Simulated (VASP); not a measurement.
# Mg (P6/mmm) in VASP: notebook

Mg is run at these levels: PBE; tasks: relaxation of cell and atoms, single point.

Program: VASP 6.6.1. These are calculated values, not measurements. Logs are shortened: lines on timing, memory, paths and dates and some standing lists are left out, and cuts for length are marked.

### Step 1. The cell of the first run

Symmetry: P6/mmm, No. 191, hexagonal system. Conventional cell: a = 5.066 Å, b = 5.066 Å, c = 3.123 Å, α = 90.00°, β = 90.00°, γ = 120.00°. Within 3.9 Å of Mg (site symmetry -6m2) lie 11 Mg at 2.93 to 3.32 Å. Within 4.1 Å of Mg (site symmetry 6/mmm) lie 14 Mg at 3.12 to 3.32 Å.

This isn't the form of Mg at room conditions, which is hcp.

### Step 2. Relaxation of cell and atoms, PBE

The input, INCAR:

```
PREC = Accurate ; ENCUT = 600
EDIFF = 1E-6 ; ISMEAR = 0
SIGMA = 0.1 ; LREAL = F
LASPH = T ; NELM = 60
ALGO = Normal ; ISIF = 3
LWAVE = F ; LCHARG = F
GGA = PE ; IBRION = 2
NSW = 90 ; EDIFFG = -0.04
```

The input, KPOINTS:

```
regular mesh
0
Gamma
  6 6 6
```

The input, POSCAR:

```
Mg
1.0
    5.0664647597      0.0000000000      0.0000000000
   -2.5332323799      4.3876871893      0.0000000000
    0.0000000000      0.0000000000      3.1234016204
Mg
3
Direct
    0.3333333333      0.6666666667      0.5000000000
    0.0000000000      0.0000000000      0.0000000000
    0.6666666667      0.3333333333      0.5000000000
```

Potentials or basis: VASP PAW PBE potentials, release 64 (Mg).

Run with:

```bash
$ cat potpaw_PBE.64/Mg/POTCAR > POTCAR
$ mpirun -np 1 vasp_std > vasp.out
```

OUTCAR:

```text
PREC = Accurate
   ENCUT = 600
   EDIFF = 1E-6
   ISMEAR = 0
   LREAL = F
   LASPH = T
   NELM = 60
   ISIF = 3
   GGA = PE
   IBRION = 2
   NSW = 90
   EDIFFG = -0.04

 ion  position               nearest neighbor table
   1  0.333  0.667  0.500-   3 2.93   3 2.93   3 2.93   2 3.32   2 3.32   2 3.32   2 3.32   2 3.32
                             2 3.32
   2  0.000  0.000  0.000-   1 3.32   3 3.32   1 3.32   3 3.32   3 3.32   3 3.32   1 3.32   1 3.32
                             3 3.32   3 3.32   1 3.32   1 3.32
   3  0.667  0.333  0.500-   1 2.93   1 2.93   1 2.93   2 3.32   2 3.32   2 3.32   2 3.32   2 3.32
                             2 3.32

  LATTYP: Found a hexagonal cell.
 ALAT       =     5.0664647597
 C/A-ratio  =     0.6164854131

  Lattice vectors:

 A1 = (   5.0664647597,   0.0000000000,   0.0000000000)
 A2 = (  -2.5332323799,   4.3876871893,   0.0000000000)
 A3 = (   0.0000000000,   0.0000000000,   3.1234016204)

Analysis of symmetry for initial positions (statically):
=====================================================================
 Subroutine PRICEL returns:
 Original cell was already a primitive cell.

 Routine SETGRP: Setting up the symmetry group for a
 hexagonal supercell.

 Subroutine GETGRP returns: Found 24 space group operations
 (whereof 24 operations were pure point group operations)
 out of a pool of 24 trial point group operations.

The static configuration has the point symmetry D_6h.

Analysis of symmetry for dynamics (positions and initial velocities):
=====================================================================
 Subroutine PRICEL returns:
 Original cell was already a primitive cell.

 Routine SETGRP: Setting up the symmetry group for a
 hexagonal supercell.

 Subroutine GETGRP returns: Found 24 space group operations
 (whereof 24 operations were pure point group operations)
 out of a pool of 24 trial point group operations.

The dynamic configuration has the point symmetry D_6h.

 Subroutine INISYM returns: Found 24 space group operations
 (whereof 24 operations are pure point group operations),
 and found     1 'primitive' translations

----------------------------------------------------------------------------------------

                                     Primitive cell

  volume of cell :      69.4334

  direct lattice vectors                    reciprocal lattice vectors
     5.066464760  0.000000000  0.000000000     0.197376287  0.113955252  0.000000000
[... 102 lines left out ...]
   EFERMI =   0.00;   METHOD = LEGACY
   ISMEAR =     0;   SIGMA  =   0.10  broadening in eV -4-tet -1-fermi 0-gaus
   EFERMI_NEDOS =   21; number of points for ismear=-14 and -15
   IALGO  =     38    algorithm
   IMIX   =      4    mixing-type and parameters
     AMIX     =   0.40;   BMIX     =  1.00
     AMIX_MAG =   1.60;   BMIX_MAG =  1.00
  volume/ion in A,a.u.               =      23.14       156.19
  Fermi-wavevector in a.u.,A,eV,Ry     =   0.723773  1.367733  7.127377  0.523847
  Thomas-Fermi vector in A             =   1.814074
   LORBIT       =      0    0 simple, 1 ext, 2 COOP (PROOUT), +10 PAW based schemes
   GGA     = PE    functional components
   LHFCALC =     F    Hartree Fock is set to
   AEXX    =    0.0000 exact exchange contribution
   IVDW    =     0    specifies the selected vdW correction
   LEPSILON=     F    determine dielectric tensor
   LRPA    =     F    only Hartree local field effects (RPA)
 conjugate gradient relaxation of ions
 non-spin polarized calculation
 Gauss-broadening in eV      SIGMA  =   0.10
  energy-cutoff  :      600.00
  volume of cell :       69.43
 maximum number of plane-waves:      2346
   NGX = 21   NGY = 21   NGZ = 13

--------------------------------------- Ionic step        1  -------------------------------------------

 number of electron       6.0000000 magnetization

 Free energy of the ion-electron system (eV)
  ---------------------------------------------------
  ext. energy  EPLUGINS =         0.00000000
  ---------------------------------------------------
  free energy    TOTEN  =        -4.35618502 eV

  energy without entropy =       -4.35173561  energy(sigma->0) =       -4.35396031

------------------------ aborting loop because EDIFF is reached ----------------------------------------

  FORCE on cell =-STRESS in cart. coord.  units (eV):
  Direction    XX          YY          ZZ          XY          YZ          ZX
  --------------------------------------------------------------------------------------
  -------------------------------------------------------------------------------------
  Total        0.5253457      0.5253457     -0.8498011     -0.0000000     -0.0000000      0.0000000
  in kB       12.1223622     12.1223622    -19.6091772     -0.0000000     -0.0000000      0.0000000
  external PRESSURE =       1.5451824 kB  Pullay stress =       0.0000000 kB
[... 61 lines left out ...]
--------------------------------------- Ionic step        3  -------------------------------------------

 number of electron       6.0000000 magnetization

 Free energy of the ion-electron system (eV)
  ---------------------------------------------------
  ext. energy  EPLUGINS =         0.00000000
  ---------------------------------------------------
  free energy    TOTEN  =        -4.37345480 eV

  energy without entropy =       -4.36932586  energy(sigma->0) =       -4.37139033

 E-fermi :   2.6574     XC(G=0):  -8.4515

 val. band max:        2.5475111464   @ k =   0.0000   0.0000   0.3333
 cond. band min:       2.6589508904   @ k =   0.3333   0.3333   0.5000
 fundamental gap:      0.1114397440
 Fermi energy:         2.6573793422

 k-point     1 :       0.0000    0.0000    0.0000
  band No.  band energies     occupation
      1      -4.3096      2.00000
      2       2.7515      0.18339
      3       2.7515      0.18339
      4       2.8021      0.04071
      5       2.8021      0.04071
      6       3.7637      0.00000
      7       3.8185      0.00000
[... 221 lines left out ...]
 k-point    24 :       0.3333    0.0000    0.5000
  band No.  band energies     occupation
      1       0.3341      2.00000
      2       0.5600      2.00000
      3       2.7669      0.12156
      4       2.9695      0.00001
      5       4.6634      0.00000
      6       5.2219      0.00000
      7       5.6247      0.00000

 [... further k-points ...]

------------------------ aborting loop because EDIFF is reached ----------------------------------------

  FORCE on cell =-STRESS in cart. coord.  units (eV):
  Direction    XX          YY          ZZ          XY          YZ          ZX
  --------------------------------------------------------------------------------------
  -------------------------------------------------------------------------------------
  Total       -0.0049206     -0.0049206     -0.0910704      0.0000000     -0.0000000     -0.0000000
  in kB       -0.1130209     -0.1130209     -2.0917961      0.0000000     -0.0000000     -0.0000000
  external PRESSURE =      -0.7726126 kB  Pullay stress =       0.0000000 kB
[... 18 lines left out ...]
  FREE ENERGIE OF THE ION-ELECTRON SYSTEM (eV)
  ---------------------------------------------------
  free  energy   TOTEN  =        -4.3734548048 eV

  energy  without entropy=       -4.3693258598  energy(sigma->0) =       -4.37139033

 reached required accuracy - stopping structural energy minimisation
```

OSZICAR:

```text
N       E                     dE             d eps       ncg     rms          rms(c)
DAV:   1     0.344237135949E+01    0.34424E+01   -0.23251E+03   392   0.700E+02
DAV:   2    -0.431972894193E+01   -0.77621E+01   -0.75028E+01   504   0.478E+01
DAV:   3    -0.438052297391E+01   -0.60794E-01   -0.59705E-01   560   0.565E+00
DAV:   4    -0.438070998125E+01   -0.18701E-03   -0.18550E-03   574   0.222E-01
[... 13 lines left out ...]
       N       E                     dE             d eps       ncg     rms          rms(c)
DAV:   1    -0.437350900164E+01   -0.26417E-02   -0.18349E-02   497   0.689E-01    0.469E-02
DAV:   2    -0.437347740619E+01    0.31595E-04   -0.89551E-05   462   0.685E-02    0.294E-02
DAV:   3    -0.437345479733E+01    0.22609E-04   -0.43538E-05   448   0.315E-02    0.145E-03
DAV:   4    -0.437345480481E+01   -0.74713E-08   -0.73386E-07   336   0.656E-03
   3 F= -.43734548E+01 E0= -.43713903E+01  d E =-.172698E-01
```

Run time: 40 s. Hardware: 1 thread of Intel Xeon 8259CL, shared host; peak memory 0.21 GiB.

What came out:

* Free energy: -4.3735 eV
* Relaxed volume: 23.25 Å³/atom
* Relaxed cell: a = 5.133 Å, b = 5.133 Å, c = 3.057 Å, α = 90.00°, β = 90.00°, γ = 120.00°
* Space group after relaxing (to 0.1 Å): P6/mmm (No. 191)
* Energy gained by relaxing: 5.8 meV/atom
* Ionic steps: 3
* Pressure after relaxing: -0.1 GPa
* Band gap on the k mesh: zero (bands 3 and 4 overlap by 4.59 eV)

Stress tensor (GPa, compression positive):
```
-0.01  0.00  0.00
 0.00 -0.01  0.00
 0.00  0.00 -0.21
```

Step by step:
| step | energy change (eV) | largest force (eV/Å) | pressure (GPa) | volume (Å³) |
| --- | --- | --- | --- | --- |
| 1 | 0.0000 | 0.0000 | 0.15 | 69.43 |
| 2 | -0.0147 | 0.0000 | -0.02 | 69.65 |
| 3 | -0.0173 | 0.0000 | -0.08 | 69.75 |

Final structure:
```
Mg
1.0
     5.13274    0.00000    0.00000
    -2.56637    4.44508    0.00000
     0.00000    0.00000    3.05731
Mg
3
Direct
  0.33333 0.66667 0.50000
  0.00000 0.00000 0.00000
  0.66667 0.33333 0.50000
```

### Step 3. Single point, PBE

This run uses another cell than the first one, of 23.25 Å³/atom.

The input, INCAR:

```
SYSTEM = Mg
ALGO = Normal
EDIFF = 1E-6
ENCUT = 520
GGA = PE
ISIF = 2
ISMEAR = 0
LASPH = .TRUE.
LCHARG = .FALSE.
LREAL = .FALSE.
LWAVE = .FALSE.
NBANDS = 10
NELM = 100
PREC = Accurate
SIGMA = 0.1
```

The input, KPOINTS:

```
k-points
0
G
  12 12 16
  0 0 0
```

The input, POSCAR:

```
Mg
1.0
    5.1091814164      0.0000000000      0.0000000000
   -2.5545907082      4.4246808992      0.0000000000
    0.0000000000      0.0000000000      3.0855006775
Mg
3
Direct
    0.3333333333      0.6666666667      0.5000000000
    0.0000000000      0.0000000000      0.0000000000
    0.6666666667      0.3333333333      0.5000000000
```

Potentials or basis: VASP PAW PBE potentials, release 64 (Mg).

Run with:

```bash
$ cat potpaw_PBE.64/Mg/POTCAR > POTCAR
$ mpirun -np 1 vasp_std > vasp.out
```

It took 75 s on 1 thread of Intel Xeon 8259CL, shared host; peak memory 0.26 GiB.

It converged, with:

| Quantity | Value |
| --- | --- |
| Free energy | -4.3482 eV |
| Pressure | -0.1 GPa |
| Band gap on the k mesh | zero (bands 3 and 4 overlap by 4.49 eV) |

Levels at points of the mesh, in eV from the Fermi level:
```csv
k point,band 1,band 2,band 3,band 4,band 5,band 6
"(0.00, 0.00, 0.00)",-6.90,0.22,0.22,0.27,0.27,1.28
"(0.50, 0.00, 0.00)",-4.99,-4.98,-1.52,-0.98,5.50,5.62
"(0.00, 0.00, 0.50)",-3.14,-2.88,3.51,3.51,3.66,3.66
"(0.50, 0.00, 0.50)",-1.48,-1.23,-1.09,-0.87,1.84,2.41
```

### Step 4. Relaxation of cell and atoms, PBE

This run uses another cell than the first one, of 23.22 Å³/atom.

The input, INCAR:

```
SYSTEM = Mg
PREC     = Accurate       ! precision mode
ENCUT    = 600            ! plane-wave cutoff, eV
EDIFF    = 1E-6           ! SCF threshold, eV
ISMEAR   = 0              ! smearing method
SIGMA    = 0.1            ! smearing width, eV
LREAL    = .FALSE.        ! projectors in reciprocal space
LASPH    = .TRUE.         ! aspherical terms in the spheres
NELM     = 60             ! most SCF steps
ALGO     = Fast           ! electronic algorithm
ISIF     = 3              ! what is computed and relaxed
LWAVE    = .FALSE.        ! write WAVECAR
LCHARG   = .FALSE.        ! write CHGCAR
GGA      = PE             ! functional
IBRION   = 2              ! ionic algorithm
NSW      = 100            ! ionic steps
EDIFFG   = -0.01          ! ionic threshold
```

The input, KPOINTS:

```
Automatic mesh
0
G
  12 12 16
  0 0 0
```

The input, POSCAR:

```
Mg
1.0
    5.1319493199      0.0000000000      0.0000000000
   -2.5659746599      4.4443984819      0.0000000000
    0.0000000000      0.0000000000      3.0536317198
Mg
3
Direct
    0.3333333333      0.6666666667      0.5000000000
    0.0000000000      0.0000000000      0.0000000000
    0.6666666667      0.3333333333      0.5000000000
```

Run with:

```bash
$ cat potpaw_PBE.64/Mg/POTCAR > POTCAR
$ mpirun -np 1 vasp_std > vasp.out
```

Wall time 2.4 min (1 thread of Intel Xeon 8259CL, shared host); peak memory 0.28 GiB.

Results (log left out):

```yaml
Free_energy: -4.3483 eV
Relaxed_volume: 23.16 Å³/atom
Relaxed_cell: a = 5.103 Å, b = 5.103 Å, c = 3.081 Å, α = 90.00°, β = 90.00°, γ = 120.00°
Space_group_after_relaxing_to_0.1_Å: P6/mmm (No. 191)
Energy_gained_by_relaxing: 0.6 meV/atom
Ionic_steps: 3
Pressure_after_relaxing: 0.0 GPa
Band_gap_on_the_k_mesh: zero (bands 3 and 4 overlap by 4.50 eV)
```

Step by step:
```
step  energy change (eV)  largest force (eV/Å)  pressure (GPa)  volume (Å³)
   1              0.0000                0.0000           -0.05        69.65
   2             -0.0011                0.0000           -0.01        69.58
   3             -0.0018                0.0000            0.04        69.48
```

Final structure:
```
CELL_PARAMETERS angstrom
5.10295 0.00000 0.00000
-2.55148 4.41929 0.00000
0.00000 0.00000 3.08083
ATOMIC_POSITIONS crystal
Mg 0.33333 0.66667 0.50000
Mg 0.00000 0.00000 0.00000
Mg 0.66667 0.33333 0.50000
```

Levels at points of the mesh, in eV from the Fermi level:
| k point | band 1 | band 2 | band 3 | band 4 | band 5 | band 6 |
| --- | --- | --- | --- | --- | --- | --- |
| (0.00, 0.00, 0.00) | -6.91 | 0.21 | 0.21 | 0.26 | 0.26 | 1.28 |
| (0.50, 0.00, 0.00) | -5.00 | -5.00 | -1.53 | -0.98 | 5.51 | 5.62 |
| (0.00, 0.00, 0.50) | -3.15 | -2.89 | 3.52 | 3.52 | 3.66 | 3.66 |
| (0.50, 0.00, 0.50) | -1.48 | -1.24 | -1.09 | -0.87 | 1.85 | 2.41 |

### Step 5. Overview

```csv
task,cell,k mesh,cutoff (eV),gap on the mesh (eV),pressure (GPa),relaxed volume (Å³/atom)
relaxation of cell and atoms,"relaxed from a = 5.066, b = 5.066, c = 3.123 Å, angles 90.0, 90.0, 120.0°, 3 atoms",6 × 6 × 6,600,none,-0.1,23.25
single point,"a = 5.109, b = 5.109, c = 3.086 Å, angles 90.0, 90.0, 120.0°, 3 atoms",12 × 12 × 16,520,none,-0.1,-
relaxation of cell and atoms,"relaxed from a = 5.132, b = 5.132, c = 3.054 Å, angles 90.0, 90.0, 120.0°, 3 atoms",12 × 12 × 16,600,none,0.0,23.16
```

Alike in all rows: level PBE; potentials or basis VASP PAW PBE potentials, release 64 (Mg); no spin polarisation; smearing gaussian 0.1 eV.

Total energies depend on the potentials used, so only differences within one code and one set of settings carry meaning.
